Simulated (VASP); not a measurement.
# Sn in VASP: notebook

Runs on Sn. Level: PBE. Tasks: single point.

All numbers are computed with VASP 6.6.1; they aren't measurements. Logs are shortened: lines on timing, memory, paths and dates and some standing lists are left out, and cuts for length are marked.

### 1 The cell of the first run

Symmetry: Fd-3m, No. 227, cubic system. Conventional cell: a = 6.658 Å, b = 6.658 Å, c = 6.658 Å, α = 90.00°, β = 90.00°, γ = 90.00°. Within 3.8 Å of Sn (site symmetry -43m) lie 4 Sn at 2.88 Å.

This isn't the form of Sn at room conditions, which is tetragonal (white tin).

### 2 Single point, PBE

Contents of INCAR:

```
SYSTEM = Sn
ALGO = Normal
EDIFF = 1E-6
ENCUT = 520
GGA = PE
ISIF = 2
ISMEAR = 0
LASPH = .TRUE.
LCHARG = .FALSE.
LREAL = .FALSE.
LWAVE = .FALSE.
NBANDS = 21
NELM = 60
PREC = Accurate
SIGMA = 0.1
```

Contents of KPOINTS:

```
k-points
0
G
  12 12 12
  0 0 0
```

Contents of POSCAR:

```
Sn
1.0
    0.0000000000      3.3291056425      3.3291056425
    3.3291056425      0.0000000000      3.3291056425
    3.3291056425      3.3291056425      0.0000000000
Sn
2
Direct
    0.0000000000      0.0000000000      0.0000000000
    0.2500000000      0.2500000000      0.2500000000
```

Potentials or basis: VASP PAW PBE potentials, release 64 (Sn_d).

Command:

```console
cat potpaw_PBE.64/Sn_d/POTCAR > POTCAR
mpirun -np 1 vasp_std > vasp.out
```

OUTCAR:

```text
SYSTEM = Sn
   EDIFF = 1E-6
   ENCUT = 520
   GGA = PE
   ISIF = 2
   ISMEAR = 0
   LASPH = .TRUE.
   LREAL = .FALSE.
   NELM = 60
   PREC = Accurate

 ion  position               nearest neighbor table
   1  0.000  0.000  0.000-   2 2.88   2 2.88   2 2.88   2 2.88
   2  0.250  0.250  0.250-   1 2.88   1 2.88   1 2.88   1 2.88

  LATTYP: Found a face centered cubic cell.
 ALAT       =     6.6582112850

  Lattice vectors:

 A1 = (   0.0000000000,   3.3291056425,   3.3291056425)
 A2 = (   3.3291056425,   0.0000000000,   3.3291056425)
 A3 = (   3.3291056425,   3.3291056425,   0.0000000000)

Analysis of symmetry for initial positions (statically):
=====================================================================
 Subroutine PRICEL returns:
 Original cell was already a primitive cell.

 Routine SETGRP: Setting up the symmetry group for a
 face centered cubic supercell.

 Subroutine GETGRP returns: Found 48 space group operations
 (whereof 24 operations were pure point group operations)
 out of a pool of 48 trial point group operations.

The static configuration has the point symmetry T_d .
 The point group associated with its full space group is O_h .

Analysis of symmetry for dynamics (positions and initial velocities):
=====================================================================
 Subroutine PRICEL returns:
 Original cell was already a primitive cell.

 Routine SETGRP: Setting up the symmetry group for a
 face centered cubic supercell.

 Subroutine GETGRP returns: Found 48 space group operations
 (whereof 24 operations were pure point group operations)
 out of a pool of 48 trial point group operations.

The dynamic configuration has the point symmetry T_d .
 The point group associated with its full space group is O_h .

 Subroutine INISYM returns: Found 48 space group operations
 (whereof 24 operations are pure point group operations),
 and found     1 'primitive' translations

----------------------------------------------------------------------------------------

                                     Primitive cell

  volume of cell :      73.7926

  direct lattice vectors                    reciprocal lattice vectors
     0.000000000  3.329105643  3.329105643    -0.150190488  0.150190488  0.150190488
     3.329105643  0.000000000  3.329105643     0.150190488 -0.150190488  0.150190488
     3.329105643  3.329105643  0.000000000     0.150190488  0.150190488 -0.150190488

  length of vectors
[... 79 lines left out ...]
   LASPH  =      T    aspherical Exc in radial PAW
   ENCUT  =  520.0 eV  38.22 Ry    6.18 a.u.   8.75  8.75  8.75*2*pi/ulx,y,z
   NELM   =     60;   NELMIN=  2; NELMDL= -5     # of ELM steps
   EDIFF  = 0.1E-05   stopping-criterion for ELM
   LREAL  =      F    real-space projection
   EDIFFG = 0.1E-04   stopping-criterion for IOM
   NSW    =      0    number of steps for IOM
   IBRION =     -1    ionic relax: 0-MD 1-quasi-New 2-CG
   NFREE  =      0    steps in history (QN), initial steepest desc. (CG)
   ISIF   =      2    stress and relaxation
   ISYM   =      2    0-nonsym 1-usesym 2-fastsym
   POTIM  = 0.5000    time-step for ionic-motion
   TEBEG  =    0.0;   TEEND  =   0.0 temperature during run
   PSTRESS=    0.0 pullay stress
   NELECT =      28.0000    total number of electrons
   NUPDOWN=      -1.0000    fix difference up-down
   EMIN   =  10.00;   EMAX   =-10.00  energy-range for DOS
   EFERMI =   0.00;   METHOD = LEGACY
   ISMEAR =     0;   SIGMA  =   0.10  broadening in eV -4-tet -1-fermi 0-gaus
   EFERMI_NEDOS =   21; number of points for ismear=-14 and -15
   IALGO  =     38    algorithm
   IMIX   =      4    mixing-type and parameters
     AMIX     =   0.40;   BMIX     =  1.00
     AMIX_MAG =   1.60;   BMIX_MAG =  1.00
  volume/ion in A,a.u.               =      36.90       248.99
  Fermi-wavevector in a.u.,A,eV,Ry     =   1.185195  2.239694 19.111940  1.404688
  Thomas-Fermi vector in A             =   2.321394
   LORBIT       =      0    0 simple, 1 ext, 2 COOP (PROOUT), +10 PAW based schemes
   GGA     = PE    functional components
   LHFCALC =     F    Hartree Fock is set to
   AEXX    =    0.0000 exact exchange contribution
   IVDW    =     0    specifies the selected vdW correction
   LEPSILON=     F    determine dielectric tensor
   LRPA    =     F    only Hartree local field effects (RPA)
 non-spin polarized calculation
 Gauss-broadening in eV      SIGMA  =   0.10
  energy-cutoff  :      520.00
  volume of cell :       73.79
 maximum number of plane-waves:      2012
   NGX = 17   NGY = 17   NGZ = 17

 number of electron      28.0000008 magnetization

 Free energy of the ion-electron system (eV)
  ---------------------------------------------------
  ext. energy  EPLUGINS =         0.00000000
  ---------------------------------------------------
  free energy    TOTEN  =        -7.69321291 eV

  energy without entropy =       -7.69191370  energy(sigma->0) =       -7.69256331

 E-fermi :   4.8346     XC(G=0):  -8.5440

 val. band max:        4.8208466049   @ k =   0.0833   0.0000   0.0000
 cond. band min:       4.8778534452   @ k =   0.3333   0.0000   0.0000
 fundamental gap:      0.0570068403
 Fermi energy:         4.8345682939

 k-point     1 :       0.0000    0.0000    0.0000
  band No.  band energies     occupation
      1     -16.6913      2.00000
      2     -16.6912      2.00000
      3     -16.6912      2.00000
      4     -16.6416      2.00000
      5     -16.6416      2.00000
      6     -16.3902      2.00000
[... 565 lines left out ...]
     20      12.5308      0.00000
     21      12.7374      0.00000

 [... further k-points ...]

------------------------ aborting loop because EDIFF is reached ----------------------------------------

  FORCE on cell =-STRESS in cart. coord.  units (eV):
  Direction    XX          YY          ZZ          XY          YZ          ZX
  --------------------------------------------------------------------------------------
  -------------------------------------------------------------------------------------
  Total       -0.0400876     -0.0400876     -0.0400876      0.0000000      0.0000000     -0.0000000
  in kB       -0.8703772     -0.8703772     -0.8703772      0.0000000      0.0000000     -0.0000000
  external PRESSURE =      -0.8703772 kB  Pullay stress =       0.0000000 kB

 VOLUME and BASIS-vectors are now :
 -----------------------------------------------------------------------------
  energy-cutoff  :      520.00
  volume of cell :       73.79
      direct lattice vectors                 reciprocal lattice vectors
     0.000000000  3.329105643  3.329105643    -0.150190488  0.150190488  0.150190488
     3.329105643  0.000000000  3.329105643     0.150190488 -0.150190488  0.150190488
     3.329105643  3.329105643  0.000000000     0.150190488  0.150190488 -0.150190488

 POSITION                                       TOTAL-FORCE (eV/Angst)
 -----------------------------------------------------------------------------------
      0.00000      0.00000      0.00000         0.000000      0.000000     -0.000000
      1.66455      1.66455      1.66455        -0.000000     -0.000000      0.000000
 -----------------------------------------------------------------------------------
    total drift:                                0.000000      0.000000      0.000000

  FREE ENERGIE OF THE ION-ELECTRON SYSTEM (eV)
  ---------------------------------------------------
  free  energy   TOTEN  =        -7.6932129131 eV

  energy  without entropy=       -7.6919136990  energy(sigma->0) =       -7.69256331
```

stdout:

```text
POSCAR found type information on POSCAR Sn
 POSCAR found :  1 types and       2 ions
 scaLAPACK will be used
 LDA part: xc-table for (Slater+PW92), standard interpolation
 POSCAR, INCAR and KPOINTS ok, starting setup
 FFT: planning ... GRIDC
 FFT: planning ... GRID_SOFT
 FFT: planning ... GRID
 WAVECAR not read
 entering main loop
```

Wall time 89 s (1 thread of Intel Xeon 8259CL, shared host); peak memory 0.25 GiB.

What came out:

- Free energy: -7.6932 eV
- Pressure: -0.1 GPa
- Band gap on the k mesh: zero (bands 14 and 15 overlap by 0.23 eV)

Caveat: spin-orbit coupling is left out, which moves the levels of the heavy elements.

### 3 Single point, PBE (biaxial strain in the a-b plane: -3.0 %)

Contents of INCAR:

```
SYSTEM = Sn
ALGO = Fast
EDIFF = 1E-6
ENCUT = 520
GGA = PE
ISIF = 2
ISMEAR = 0
LASPH = .TRUE.
LCHARG = .FALSE.
LREAL = .FALSE.
LWAVE = .FALSE.
NBANDS = 36
NELM = 80
PREC = Accurate
SIGMA = 0.1
```

Contents of KPOINTS:

```
k-points
0
G
  10 10 6
  0 0 0
```

Contents of POSCAR:

```
Sn
1.0
    3.2292324732      3.2292324732      0.0000000000
   -3.2292324732      3.2292324732      0.0000000000
    0.0000000000      0.0000000000      6.7780590881
Sn
4
Direct
    0.0000000000      0.0000000000      0.5000000000
    0.0000000000      0.5000000000      0.2500000000
    0.5000000000      0.5000000000      0.0000000000
    0.5000000000      0.0000000000      0.7500000000
```

Potentials or basis: VASP PAW PBE potentials, release 64 (Sn_d).

Command:

```console
cat potpaw_PBE.64/Sn_d/POTCAR > POTCAR
mpirun -np 1 vasp_std > vasp.out
```

Run time: 9.6 min. Hardware: 1 thread of Intel Xeon 8259CL, shared host; peak memory 0.44 GiB.

It converged, with:

| Item | Value |
| --- | --- |
| Free energy | -15.3355 eV |
| Pressure | 1.6 GPa |
| Band gap on the k mesh | zero (bands 28 and 29 overlap by 0.29 eV) |

Stress tensor (GPa, compression positive):
```
2.10 0.00 0.00
0.00 2.10 0.00
0.00 0.00 0.54
```

Levels at points of the mesh, in eV from the Fermi level:
```
           k point  band 26  band 27  band 28  band 29  band 30  band 31
(0.00, 0.00, 0.00)    -0.95    -0.19     0.14     0.14     1.00     1.00
(0.50, 0.00, 0.00)    -3.06    -1.00    -1.00     1.60     1.60     3.82
(0.50, 0.50, 0.00)    -2.49    -2.49    -2.49     0.70     0.70     0.70
(0.00, 0.00, 0.50)    -1.44    -1.44    -1.44     1.18     1.18     2.01
(0.50, 0.00, 0.50)    -1.29    -0.95    -0.95    -0.16    -0.16     3.09
(0.50, 0.50, 0.50)    -2.96    -2.96    -2.96     2.95     2.95     2.95
```

Caveat: the cell differs from its parent crystal (biaxial strain in the a-b plane: -3.0 %); spin-orbit coupling is left out, which moves the levels of the heavy elements.

### 4 Single point, PBE (biaxial strain in the a-b plane: -2.0 %)

Contents of INCAR:

```
SYSTEM = Sn
PREC = Accurate
ENCUT = 520
EDIFF = 1E-7
ISMEAR = 0
SIGMA = 0.1
LREAL = .FALSE.
LASPH = .TRUE.
NELM = 80
ALGO = Fast
ISIF = 2
LWAVE = .FALSE.
LCHARG = .FALSE.
GGA = PE
NBANDS = 36
```

Contents of KPOINTS:

```
regular mesh
0
G
  10 10 6
  0 0 0
```

Contents of POSCAR:

```
Sn
1.0
    3.2625235296      3.2625235296      0.0000000000
   -3.2625235296      3.2625235296      0.0000000000
    0.0000000000      0.0000000000      6.7381098204
Sn
4
Direct
    0.0000000000      0.0000000000      0.5000000000
    0.0000000000      0.5000000000      0.2500000000
    0.5000000000      0.5000000000      0.0000000000
    0.5000000000      0.0000000000      0.7500000000
```

Potentials or basis: VASP PAW PBE potentials, release 64 (Sn_d).

Command:

```console
cat potpaw_PBE.64/Sn_d/POTCAR > POTCAR
mpirun -np 1 vasp_std > vasp.out
```

OUTCAR:

```text
SYSTEM = Sn
   PREC = Accurate
   ENCUT = 520
   EDIFF = 1E-7
   ISMEAR = 0
   LREAL = .FALSE.
   LASPH = .TRUE.
   NELM = 80
   ISIF = 2
   GGA = PE

 ion  position               nearest neighbor table
   1  0.000  0.000  0.500-   2 2.86   4 2.86   2 2.86   4 2.86
   2  0.000  0.500  0.250-   1 2.86   3 2.86   1 2.86   3 2.86
   3  0.500  0.500  0.000-   2 2.86   4 2.86   4 2.86   2 2.86
   4  0.500  0.000  0.750-   1 2.86   3 2.86   3 2.86   1 2.86

  LATTYP: Found a simple tetragonal cell.
 ALAT       =     4.6139050231
 C/A-ratio  =     1.4603919644

  Lattice vectors:

 A1 = (   3.2625235296,   3.2625235296,   0.0000000000)
 A2 = (  -3.2625235296,   3.2625235296,   0.0000000000)
 A3 = (   0.0000000000,   0.0000000000,   6.7381098204)

Analysis of symmetry for initial positions (statically):
=====================================================================
 Subroutine PRICEL returns following result:

  LATTYP: Found a body centered tetragonal cell.
 ALAT       =     4.6139050231
 C/A-ratio  =     1.4603919644

  Lattice vectors:

 A1 = (   3.2625235296,   0.0000000000,  -3.3690549102)
 A2 = (  -3.2625235296,   0.0000000000,  -3.3690549102)
 A3 = (   0.0000000000,   3.2625235296,   3.3690549102)

   2 primitive cells build up your supercell.

 Routine SETGRP: Setting up the symmetry group for a
 simple tetragonal supercell.

 Subroutine GETGRP returns: Found 16 space group operations
 (whereof  8 operations were pure point group operations)
 out of a pool of 16 trial point group operations.

The static configuration has the point symmetry D_2d.
 The point group associated with its full space group is D_4h.

Analysis of symmetry for dynamics (positions and initial velocities):
=====================================================================
 Subroutine PRICEL returns following result:

  LATTYP: Found a body centered tetragonal cell.
[... 136 lines left out ...]
   IALGO  =     68    algorithm
   IMIX   =      4    mixing-type and parameters
     AMIX     =   0.40;   BMIX     =  1.00
     AMIX_MAG =   1.60;   BMIX_MAG =  1.00
  volume/ion in A,a.u.               =      35.86       242.00
  Fermi-wavevector in a.u.,A,eV,Ry     =   1.196499  2.261055 19.478238  1.431610
  Thomas-Fermi vector in A             =   2.332438
   LORBIT       =      0    0 simple, 1 ext, 2 COOP (PROOUT), +10 PAW based schemes
   GGA     = PE    functional components
   LHFCALC =     F    Hartree Fock is set to
   AEXX    =    0.0000 exact exchange contribution
   IVDW    =     0    specifies the selected vdW correction
   LEPSILON=     F    determine dielectric tensor
   LRPA    =     F    only Hartree local field effects (RPA)
 non-spin polarized calculation
 RMM-DIIS sequential band-by-band and
 Gauss-broadening in eV      SIGMA  =   0.10
  energy-cutoff  :      520.00
  volume of cell :      143.44
 maximum number of plane-waves:      3892
 NGX is ok and might be reduce to    36
   NGX = 17   NGY = 17   NGZ = 25

 number of electron      56.0000026 magnetization

 Free energy of the ion-electron system (eV)
  ---------------------------------------------------
  ext. energy  EPLUGINS =         0.00000000
  ---------------------------------------------------
  free energy    TOTEN  =       -15.36468888 eV

  energy without entropy =      -15.36352879  energy(sigma->0) =      -15.36410884

 E-fermi :   5.1774     XC(G=0):  -8.6661

 val. band max:        5.1125619698   @ k =   0.2000   0.0000   0.0000
 cond. band min:       5.2532904028   @ k =   0.1000   0.0000   0.0000
 fundamental gap:      0.1407284330
 Fermi energy:         5.1773805303

 k-point     1 :       0.0000    0.0000    0.0000
  band No.  band energies     occupation
      1     -16.5064      2.00000
      2     -16.5064      2.00000
      3     -16.4572      2.00000
      4     -16.4572      2.00000
      5     -16.4470      2.00000
      6     -16.4021      2.00000
[... 925 lines left out ...]
     35      10.3165      0.00000
     36      11.0190      0.00000

 [... further k-points ...]

------------------------ aborting loop because EDIFF is reached ----------------------------------------

  FORCE on cell =-STRESS in cart. coord.  units (eV):
  Direction    XX          YY          ZZ          XY          YZ          ZX
  --------------------------------------------------------------------------------------
  -------------------------------------------------------------------------------------
  Total        1.1622510      1.1622510      0.2614876      0.0000000     -0.0000000      0.0000000
  in kB       12.9818058     12.9818058      2.9206955      0.0000000     -0.0000000      0.0000000
  external PRESSURE =       9.6281024 kB  Pullay stress =       0.0000000 kB

 VOLUME and BASIS-vectors are now :
 -----------------------------------------------------------------------------
  energy-cutoff  :      520.00
  volume of cell :      143.44
      direct lattice vectors                 reciprocal lattice vectors
     3.262523530  3.262523530  0.000000000     0.153255600  0.153255600  0.000000000
    -3.262523530  3.262523530  0.000000000    -0.153255600  0.153255600  0.000000000
     0.000000000  0.000000000  6.738109820     0.000000000  0.000000000  0.148409573

 POSITION                                       TOTAL-FORCE (eV/Angst)
 -----------------------------------------------------------------------------------
      0.00000      0.00000      3.36905         0.000000      0.000000     -0.000000
     -1.63126      1.63126      1.68453         0.000000     -0.000000     -0.000000
      0.00000      3.26252      0.00000        -0.000000      0.000000      0.000000
      1.63126      1.63126      5.05358        -0.000000     -0.000000     -0.000000
 -----------------------------------------------------------------------------------
    total drift:                               -0.000000      0.000000      0.000000

  FREE ENERGIE OF THE ION-ELECTRON SYSTEM (eV)
  ---------------------------------------------------
  free  energy   TOTEN  =       -15.3646888848 eV

  energy  without entropy=      -15.3635287901  energy(sigma->0) =      -15.36410884
```

OSZICAR:

```text
N       E                     dE             d eps       ncg     rms          rms(c)
DAV:   1     0.557615757482E+03    0.55762E+03   -0.28749E+04  6140   0.225E+03
DAV:   2     0.620952543068E+02   -0.49552E+03   -0.48758E+03  6072   0.572E+02
DAV:   3    -0.118809912856E+02   -0.73976E+02   -0.73162E+02  6780   0.196E+02
DAV:   4    -0.153623176740E+02   -0.34813E+01   -0.34740E+01  6912   0.476E+01
DAV:   5    -0.154614576413E+02   -0.99140E-01   -0.99130E-01  7660   0.817E+00    0.423E+00
RMM:   6    -0.153921910621E+02    0.69267E-01   -0.52895E-02  7134   0.218E+00    0.252E+00
RMM:   7    -0.153582855365E+02    0.33906E-01   -0.10243E-01  7202   0.272E+00    0.219E-01
RMM:   8    -0.153631448103E+02   -0.48593E-02   -0.23956E-02  7156   0.121E+00    0.748E-02
RMM:   9    -0.153643782802E+02   -0.12335E-02   -0.10514E-02  9133   0.761E-01    0.775E-02
RMM:  10    -0.153646544695E+02   -0.27619E-03   -0.15010E-03  9052   0.255E-01    0.300E-02
RMM:  11    -0.153646814765E+02   -0.27007E-04   -0.21837E-04  8395   0.990E-02    0.892E-03
RMM:  12    -0.153646878521E+02   -0.63756E-05   -0.70921E-05  9801   0.471E-02    0.215E-03
RMM:  13    -0.153646891857E+02   -0.13336E-05   -0.80549E-06  8625   0.181E-02    0.146E-03
RMM:  14    -0.153646889024E+02    0.28325E-06   -0.22853E-06  8224   0.958E-03    0.343E-04
RMM:  15    -0.153646888848E+02    0.17647E-07   -0.72405E-07  5554   0.484E-03
   1 F= -.15364689E+02 E0= -.15364109E+02  d E =-.116009E-02
```

Wall time 9.6 min (1 thread of Intel Xeon 8259CL, shared host); peak memory 0.44 GiB.

What came out:

```yaml
Free_energy: -15.3647 eV
Pressure: 1.0 GPa
Band_gap_on_the_k_mesh: zero (bands 28 and 29 overlap by 0.27 eV)
```

Stress tensor (GPa, compression positive):
```
1.30 0.00 0.00
0.00 1.30 0.00
0.00 0.00 0.29
```

Caveat: the cell differs from its parent crystal (biaxial strain in the a-b plane: -2.0 %); spin-orbit coupling is left out, which moves the levels of the heavy elements.

### 5 Overview

```tsv
cell	k mesh	gap on the mesh (eV)	pressure (GPa)
a = 4.708 Å, angles 60.0°, 2 atoms, atomic positions A	12 × 12 × 12	none	-0.1
a = 4.567, b = 4.567, c = 6.778 Å, 4 atoms, atomic positions B	10 × 10 × 6	none	1.6
a = 4.614, b = 4.614, c = 6.738 Å, 4 atoms, atomic positions B	10 × 10 × 6	none	1.0
```

Alike in all rows: task single point; level PBE; potentials or basis VASP PAW PBE potentials, release 64 (Sn_d); no spin polarisation; cutoff (eV) 520; smearing gaussian 0.1 eV.

Caveats: spin-orbit coupling is left out, which moves the levels of the heavy elements.

Absolute energies hang on the potentials; compare differences alone.

The gap in the log of VASP goes by the Fermi energy; the results here count the filled bands.